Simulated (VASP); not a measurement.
# NaBe16 (a cell with a defect) in VASP: relaxation of the atoms with PBEsol

Aim: the relaxation of the atoms of NaBe16 (a cell with a defect) with PBEsol.

All numbers are computed with VASP 6.6.1; they aren't measurements. Logs are shortened: lines on timing, memory, paths and dates and some standing lists are left out, and cuts for length are marked.

**1. The cell of the first run**

The cell holds a defect, 17 atoms: a = 4.618 Å, b = 3.999 Å, c = 7.225 Å, α = 90.00°, β = 90.00°, γ = 90.00°.

**2. Relaxation of the atoms, PBEsol**

INCAR

```
PREC = Accurate
ENCUT = 520
EDIFF = 1E-6
ISMEAR = -1
SIGMA = 0.05
LREAL = Auto
LASPH = T
NELM = 80
ALGO = Normal
ISIF = 2
LWAVE = F
LCHARG = F
GGA = PS
IBRION = 2
NSW = 45
EDIFFG = -0.08
```

KPOINTS

```
Automatic mesh
0
Gamma
  3 3 2
```

POSCAR

```
NaBe16
1.0
   -2.3091000000     -3.9994790000      0.0000000000
    3.4636500000     -1.9997390000      0.0000000000
    0.0000000000      0.0000000000      7.2254000000
Be Na
16 1
Direct
    0.5000000000      0.3333333000      0.1250000000
    0.5000000000      0.6666667000      0.3750000000
    0.5000000000      0.3333333000      0.6250000000
    0.5000000000      0.6666667000      0.8750000000
    0.2500000000      0.8333333000      0.1250000000
    0.2500000000      0.1666667000      0.3750000000
    0.2500000000      0.8333333000      0.6250000000
    0.2500000000      0.1666667000      0.8750000000
    0.0000000000      0.3333333000      0.1250000000
    0.0000000000      0.6666667000      0.3750000000
    0.0000000000      0.3333333000      0.6250000000
    0.0000000000      0.6666667000      0.8750000000
    0.7500000000      0.8333333000      0.1250000000
    0.7500000000      0.1666667000      0.3750000000
    0.7500000000      0.8333333000      0.6250000000
    0.7500000000      0.1666667000      0.8750000000
    0.2598773000      0.5053918000     -0.0056890000
```

Potentials or basis: VASP PAW PBE potentials, release 64 (Be, Na_pv).

Run with:

```bash
cat potpaw_PBE.64/Be/POTCAR potpaw_PBE.64/Na_pv/POTCAR > POTCAR
mpirun -np 1 vasp_std > vasp.out
```

OUTCAR:

```text
PREC = Accurate
   ENCUT = 520
   EDIFF = 1E-6
   ISMEAR = -1
   LREAL = Auto
   LASPH = T
   NELM = 80
   ISIF = 2
   GGA = PS
   IBRION = 2
   NSW = 45
   EDIFFG = -0.08

 ion  position               nearest neighbor table
   1  0.500  0.333  0.125-  17 1.61   8 2.25   6 2.25  16 2.25  14 2.25   4 2.25   2 2.25  13 2.31
                             5 2.31   5 2.31  13 2.31   9 2.31   9 2.31
   2  0.500  0.667  0.375-  13 2.25  15 2.25   5 2.25   7 2.25   1 2.25   3 2.25  14 2.31   6 2.31
                             6 2.31  14 2.31  10 2.31  10 2.31
   3  0.500  0.333  0.625-   6 2.25   8 2.25  14 2.25  16 2.25   2 2.25   4 2.25  15 2.31   7 2.31
                             7 2.31  15 2.31  11 2.31  11 2.31
   4  0.500  0.667  0.875-  17 1.55  15 2.25  13 2.25   7 2.25   5 2.25   3 2.25   1 2.25  16 2.31
                             8 2.31   8 2.31  16 2.31  12 2.31  12 2.31
   5  0.250  0.833  0.125-  17 1.62  12 2.25  10 2.25   4 2.25   2 2.25   8 2.25   6 2.25   1 2.31
                             9 2.31   1 2.31   9 2.31  13 2.31  13 2.31
   6  0.250  0.167  0.375-   1 2.25   3 2.25   9 2.25  11 2.25   5 2.25   7 2.25   2 2.31  10 2.31
                             2 2.31  10 2.31  14 2.31  14 2.31
   7  0.250  0.833  0.625-  10 2.25  12 2.25   2 2.25   4 2.25   6 2.25   8 2.25   3 2.31  11 2.31
                             3 2.31  11 2.31  15 2.31  15 2.31
   8  0.250  0.167  0.875-  17 1.61   3 2.25   1 2.25  11 2.25   9 2.25   7 2.25   5 2.25   4 2.31
                            12 2.31   4 2.31  12 2.31  16 2.31  16 2.31
   9  0.000  0.333  0.125-  17 1.67  16 2.25  14 2.25   8 2.25   6 2.25  12 2.25  10 2.25   5 2.31
                            13 2.31   5 2.31  13 2.31   1 2.31   1 2.31
  10  0.000  0.667  0.375-   5 2.25   7 2.25  13 2.25  15 2.25   9 2.25  11 2.25   6 2.31  14 2.31
                             6 2.31  14 2.31   2 2.31   2 2.31
  11  0.000  0.333  0.625-  14 2.25  16 2.25   6 2.25   8 2.25  10 2.25  12 2.25   7 2.31  15 2.31
                             7 2.31  15 2.31   3 2.31   3 2.31
  12  0.000  0.667  0.875-  17 1.61   7 2.25   5 2.25  15 2.25  13 2.25  11 2.25   9 2.25   8 2.31
                            16 2.31   8 2.31  16 2.31   4 2.31   4 2.31
  13  0.750  0.833  0.125-   2 2.25   4 2.25  10 2.25  12 2.25  14 2.25  16 2.25   9 2.31   1 2.31
                             1 2.31   9 2.31   5 2.31   5 2.31
  14  0.750  0.167  0.375-   9 2.25  11 2.25   1 2.25   3 2.25  13 2.25  15 2.25  10 2.31   2 2.31
                             2 2.31  10 2.31   6 2.31   6 2.31
  15  0.750  0.833  0.625-   2 2.25   4 2.25  10 2.25  12 2.25  14 2.25  16 2.25  11 2.31   3 2.31
                             3 2.31  11 2.31   7 2.31   7 2.31
  16  0.750  0.167  0.875-   9 2.25  11 2.25   1 2.25   3 2.25  13 2.25  15 2.25  12 2.31   4 2.31
                             4 2.31  12 2.31   8 2.31   8 2.31
  17  0.260  0.505  0.994-   4 1.55   8 1.61   1 1.61  12 1.61   5 1.62   9 1.67

  LATTYP: Found a simple orthorhombic cell.
 ALAT       =     3.9994783898
 B/A-ratio  =     1.1547006799
 C/A-ratio  =     1.8065855834

  Lattice vectors:

 A1 = (  -3.4636500000,   1.9997390000,   0.0000000000)
 A2 = (  -2.3091000000,  -3.9994790000,   0.0000000000)
 A3 = (   0.0000000000,   0.0000000000,   7.2254000000)

Analysis of symmetry for initial positions (statically):
=====================================================================
 Subroutine PRICEL returns:
 Original cell was already a primitive cell.

 Routine SETGRP: Setting up the symmetry group for a
 simple orthorhombic supercell.

 Subroutine GETGRP returns: Found  1 space group operations
 (whereof  1 operations were pure point group operations)
 out of a pool of  8 trial point group operations.

The static configuration has the point symmetry C_1 .

Analysis of symmetry for dynamics (positions and initial velocities):
=====================================================================
 Subroutine PRICEL returns:
 Original cell was already a primitive cell.

 Routine SETGRP: Setting up the symmetry group for a
 simple orthorhombic supercell.

 Subroutine GETGRP returns: Found  1 space group operations
 (whereof  1 operations were pure point group operations)
 out of a pool of  8 trial point group operations.

The dynamic configuration has the point symmetry C_1 .

 Subroutine INISYM returns: Found  1 space group operations
 (whereof  1 operations are pure point group operations),
 and found     1 'primitive' translations

----------------------------------------------------------------------------------------

                                     Primitive cell

  volume of cell :     133.4560

  direct lattice vectors                    reciprocal lattice vectors
    -2.309100000 -3.999479000  0.000000000    -0.108267270 -0.187524437  0.000000000
     3.463650000 -1.999739000  0.000000000     0.216534594 -0.125016291  0.000000000
     0.000000000  0.000000000  7.225400000     0.000000000  0.000000000  0.138400642

  length of vectors
     4.618200416  3.999478390  7.225400000     0.216534561  0.250032605  0.138400642

  position of ions in fractional coordinates (direct lattice)
     0.500000000  0.333333300  0.125000000
     0.500000000  0.666666700  0.375000000
     0.500000000  0.333333300  0.625000000
     0.500000000  0.666666700  0.875000000
     0.250000000  0.833333300  0.125000000
     0.250000000  0.166666700  0.375000000
[... 9 lines left out ...]
     0.750000000  0.166666700  0.875000000
     0.259877300  0.505391800  0.994311000

  ion indices of the primitive-cell ions
   primitive index   ion index
                 1           1
                 2           2
                 3           3
                 4           4
                 5           5
                 6           6
[... 9 lines left out ...]
                16          16
                17          17

----------------------------------------------------------------------------------------

 KPOINTS: Automatic mesh

Automatic generation of k-mesh.
 Grid dimensions read from file:
 generate k-points for:    3    3    2

 Generating k-lattice:

  Cartesian coordinates                     Fractional coordinates (reciprocal lattice)
    -0.036089090 -0.062508146  0.000000000     0.333333333  0.000000000  0.000000000
     0.072178198 -0.041672097  0.000000000     0.000000000  0.333333333  0.000000000
     0.000000000  0.000000000  0.069200321     0.000000000  0.000000000  0.500000000

  Length of vectors
     0.072178187  0.083344202  0.069200321

  Shift w.r.t. Gamma in fractional coordinates (k-lattice)
     0.000000000  0.000000000  0.000000000

 Subroutine IBZKPT returns following result:
 ===========================================

 Found     10 irreducible k-points:

 Following reciprocal coordinates:
            Coordinates               Weight
  0.000000  0.000000  0.000000      1.000000
  0.333333 -0.000000  0.000000      2.000000
 -0.000000  0.333333  0.000000      2.000000
  0.333333  0.333333  0.000000      2.000000
 -0.333333  0.333333  0.000000      2.000000
  0.000000  0.000000  0.500000      1.000000
  0.333333 -0.000000  0.500000      2.000000
 -0.000000  0.333333  0.500000      2.000000
  0.333333  0.333333  0.500000      2.000000
 -0.333333  0.333333  0.500000      2.000000
   k-points           NKPTS =     10   k-points in BZ     NKDIM =     10   number of bands    NBANDS=     28
   number of dos      NEDOS =    301   number of ions     NIONS =     17
   total plane-waves  NPLWV =  58320
   dimension x,y,z NGX =    36 NGY =   30 NGZ =   54
   dimension x,y,z NGXF=    72 NGYF=   60 NGZF=  108
   ions per type =              16   1
   NGX,Y,Z   is equivalent  to a cutoff of  12.96, 12.47, 12.42 a.u.
   NGXF,Y,Z  is equivalent  to a cutoff of  25.92, 24.94, 24.85 a.u.
 SYSTEM =  unknown system
   PREC   = accura    normal or accurate (medium, high low for compatibility)
   ISTART =      0    job   : 0-new  1-cont  2-samecut
   ICHARG =      2    charge: 1-file 2-atom 10-const
   ISPIN  =      1    spin polarized calculation?
   LNONCOLLINEAR =      F non collinear calculations
   LSORBIT =      F    spin-orbit coupling
   LASPH  =      T    aspherical Exc in radial PAW
   ENCUT  =  520.0 eV  38.22 Ry    6.18 a.u.   8.59  7.44 13.43*2*pi/ulx,y,z
   NELM   =     80;   NELMIN=  2; NELMDL= -5     # of ELM steps
   EDIFF  = 0.1E-05   stopping-criterion for ELM
   LREAL  =      T    real-space projection
   EDIFFG = -.8E-01   stopping-criterion for IOM
   NSW    =     45    number of steps for IOM
   IBRION =      2    ionic relax: 0-MD 1-quasi-New 2-CG
   NFREE  =      1    steps in history (QN), initial steepest desc. (CG)
   ISIF   =      2    stress and relaxation
   ISYM   =      2    0-nonsym 1-usesym 2-fastsym
   POTIM  = 0.5000    time-step for ionic-motion
   TEBEG  =    0.0;   TEEND  =   0.0 temperature during run
   PSTRESS=    0.0 pullay stress
   NELECT =      39.0000    total number of electrons
   NUPDOWN=      -1.0000    fix difference up-down
   EMIN   =  10.00;   EMAX   =-10.00  energy-range for DOS
   EFERMI =   0.00;   METHOD = LEGACY
   ISMEAR =    -1;   SIGMA  =   0.05  broadening in eV -4-tet -1-fermi 0-gaus
   EFERMI_NEDOS =   21; number of points for ismear=-14 and -15
   IALGO  =     38    algorithm
   IMIX   =      4    mixing-type and parameters
     AMIX     =   0.40;   BMIX     =  1.00
     AMIX_MAG =   1.60;   BMIX_MAG =  1.00
  volume/ion in A,a.u.               =       7.85        52.98
  Fermi-wavevector in a.u.,A,eV,Ry     =   1.086385  2.052970 16.058031  1.180232
  Thomas-Fermi vector in A             =   2.222520
   LORBIT       =      0    0 simple, 1 ext, 2 COOP (PROOUT), +10 PAW based schemes
   GGA     = PS    functional components
   LHFCALC =     F    Hartree Fock is set to
   AEXX    =    0.0000 exact exchange contribution
   IVDW    =     0    specifies the selected vdW correction
   LEPSILON=     F    determine dielectric tensor
   LRPA    =     F    only Hartree local field effects (RPA)
 conjugate gradient relaxation of ions
 non-spin polarized calculation
  energy-cutoff  :      520.00
  volume of cell :      133.46
 maximum number of plane-waves:      3605
 NGX is ok and might be reduce to    36
   NGX = 17   NGY = 15   NGZ = 27

--------------------------------------- Ionic step        1  -------------------------------------------

 number of electron      39.0000006 magnetization

 Free energy of the ion-electron system (eV)
  ---------------------------------------------------
  ext. energy  EPLUGINS =         0.00000000
  ---------------------------------------------------
  free energy    TOTEN  =       -45.58923750 eV

  energy without entropy =      -45.56159221  energy(sigma->0) =      -45.57541486

------------------------ aborting loop because EDIFF is reached ----------------------------------------

  FORCE on cell =-STRESS in cart. coord.  units (eV):
  Direction    XX          YY          ZZ          XY          YZ          ZX
  --------------------------------------------------------------------------------------
  -------------------------------------------------------------------------------------
  Total       22.4603146     23.5113401     17.3377885      0.7923697      0.2455939     -0.2411076
  in kB      269.6425292    282.2603920    208.1451319      9.5126256      2.9484254     -2.8945662
  external PRESSURE =     253.3493510 kB  Pullay stress =       0.0000000 kB
[... 134 lines left out ...]
  FREE ENERGIE OF THE ION-ELECTRON SYSTEM (eV)
  ---------------------------------------------------
  free  energy   TOTEN  =       -54.6292303752 eV

  energy  without entropy=      -54.6064454174  energy(sigma->0) =      -54.61783790

[... ionic steps 4 to 38 ...]

--------------------------------------- Ionic step       39  -------------------------------------------

 number of electron      38.9999988 magnetization

------------------------ aborting loop because EDIFF is reached ----------------------------------------

  FORCE on cell =-STRESS in cart. coord.  units (eV):
  Direction    XX          YY          ZZ          XY          YZ          ZX
  --------------------------------------------------------------------------------------
  -------------------------------------------------------------------------------------
  Total       13.4702243     15.8195555     20.7945485      2.0734475     -1.3764514      2.4632257
  in kB      161.7139122    189.9183088    249.6445283     24.8923330    -16.5246946     29.5717327
  external PRESSURE =     200.4255831 kB  Pullay stress =       0.0000000 kB
[... 87 lines left out ...]
  energy  without entropy=      -56.9534327035  energy(sigma->0) =      -56.95789956

--------------------------------------- Ionic step       41  -------------------------------------------

 number of electron      38.9999991 magnetization

 Free energy of the ion-electron system (eV)
  ---------------------------------------------------
  ext. energy  EPLUGINS =         0.00000000
  ---------------------------------------------------
  free energy    TOTEN  =       -56.96610527 eV

  energy without entropy =      -56.95701609  energy(sigma->0) =      -56.96156068

 E-fermi :   6.9882     XC(G=0): -10.7158

 val. band max:        6.8961486614   @ k =   0.0000   0.0000   0.0000
 cond. band min:       7.0686082201   @ k =   0.0000   0.0000   0.5000
 fundamental gap:      0.1724595587
 Fermi energy:         6.9881551224

 k-point     1 :       0.0000    0.0000    0.0000
  band No.  band energies     occupation
      1     -17.7951      2.00000
      2     -17.7362      2.00000
      3     -17.7232      2.00000
      4      -4.0119      2.00000
      5      -1.9989      2.00000
      6      -1.8229      2.00000
[... 343 lines left out ...]
  FREE ENERGIE OF THE ION-ELECTRON SYSTEM (eV)
  ---------------------------------------------------
  free  energy   TOTEN  =       -56.9661052703 eV

  energy  without entropy=      -56.9570160854  energy(sigma->0) =      -56.96156068

 reached required accuracy - stopping structural energy minimisation
```

Run time: 19 min. Hardware: 1 thread of Intel Xeon Platinum 8259CL at 2.50GHz (Skylake/Cascade Lake), shared host; peak memory 0.24 GiB.

What came out:

```yaml
Free_energy: -56.9661 eV
Energy_gained_by_relaxing: 669.2 meV/atom
Ionic_steps: 41
Pressure_after_relaxing: 20.0 GPa
Largest_force_after_relaxing: 0.074 eV/Å
```

Forces on the atoms (eV/Å):
```
Be  -0.034  0.039 -0.030
Be  -0.036 -0.016  0.006
Be   0.006 -0.042 -0.013
Be   0.053  0.004  0.051
Be  -0.025  0.022 -0.020
Be  -0.006 -0.003  0.012
Be  -0.005 -0.005  0.003
Be   0.013 -0.014  0.009
Be  -0.020  0.020  0.020
Be  -0.042  0.030  0.013
Be   0.044 -0.020 -0.010
Be   0.029  0.006 -0.030
Be  -0.050 -0.001  0.019
Be   0.000 -0.011 -0.022
Be  -0.002 -0.010  0.006
Be   0.039 -0.039 -0.011
Na   0.037  0.040 -0.004
```

Stress tensor (GPa, compression positive):
```
16.27  2.40  3.11
 2.40 19.08 -1.75
 3.11 -1.75 24.68
```

Step by step:
| step | energy change (eV) | largest force (eV/Å) | pressure (GPa) |
| --- | --- | --- | --- |
| 1 | 0.0000 | 10.1572 | 25.33 |
| 3 | -9.0400 | 2.5169 | 19.37 |
| 5 | -9.7706 | 1.2506 | 18.91 |
| 7 | -10.2570 | 1.1851 | 19.66 |
| 9 | -10.4298 | 1.1340 | 20.28 |
| 11 | -10.5178 | 0.3585 | 19.90 |
| 13 | -10.5528 | 0.2438 | 19.83 |
| 15 | -10.5672 | 0.1833 | 19.94 |
| 17 | -10.5821 | 0.1964 | 20.05 |
| 19 | -10.6046 | 0.2749 | 20.14 |
| 21 | -10.6544 | 0.6411 | 20.24 |
| 23 | -10.6573 | 0.7221 | 20.26 |
| 25 | -10.6780 | 0.7458 | 20.26 |
| 27 | -10.7681 | 0.9827 | 20.34 |
| 29 | -10.7742 | 1.0172 | 20.38 |
| 31 | -10.8825 | 1.1355 | 20.55 |
| 33 | -11.0919 | 0.6348 | 20.24 |
| 35 | -11.2845 | 0.4251 | 20.09 |
| 37 | -11.3495 | 0.2473 | 20.05 |
| 39 | -11.3701 | 0.1316 | 20.04 |
| 41 | -11.3769 | 0.0736 | 20.01 |

Final structure:
```cif
data_structure
_symmetry_space_group_name_H-M 'P 1'
_symmetry_Int_Tables_number 1
_cell_length_a 4.6182
_cell_length_b 3.9995
_cell_length_c 7.2254
_cell_angle_alpha 90.000
_cell_angle_beta 90.000
_cell_angle_gamma 90.000
_cell_volume 133.46
loop_
_atom_site_label
_atom_site_type_symbol
_atom_site_fract_x
_atom_site_fract_y
_atom_site_fract_z
_atom_site_occupancy
Be1 Be 0.55635 0.12743 0.17920 1
Be2 Be 0.49294 0.69796 0.34167 1
Be3 Be 0.49291 0.30309 0.65800 1
Be4 Be 0.55608 0.87177 0.82005 1
Be5 Be 0.18704 0.91738 0.14248 1
Be6 Be 0.24602 0.19138 0.39101 1
Be7 Be 0.24611 0.81012 0.60766 1
Be8 Be 0.18769 0.08446 0.85617 1
Be9 Be 0.95703 0.33369 0.17584 1
Be10 Be 0.98425 0.71379 0.36116 1
Be11 Be 0.98469 0.28805 0.63776 1
Be12 Be 0.95854 0.66711 0.82393 1
Be13 Be 0.78926 0.76689 0.07719 1
Be14 Be 0.73582 0.22681 0.41942 1
Be15 Be 0.73659 0.77278 0.58032 1
Be16 Be 0.78963 0.23279 0.92195 1
Na1 Na 0.35893 0.49989 0.00050 1
```

Caveat: the k points lie up to 0.52 Å⁻¹ apart; the PAW data sets were made with another functional, which shifts forces and pressure a little; the relaxation stopped at a loose force limit of 0.08 eV/Å, so its end isn't a converged minimum.
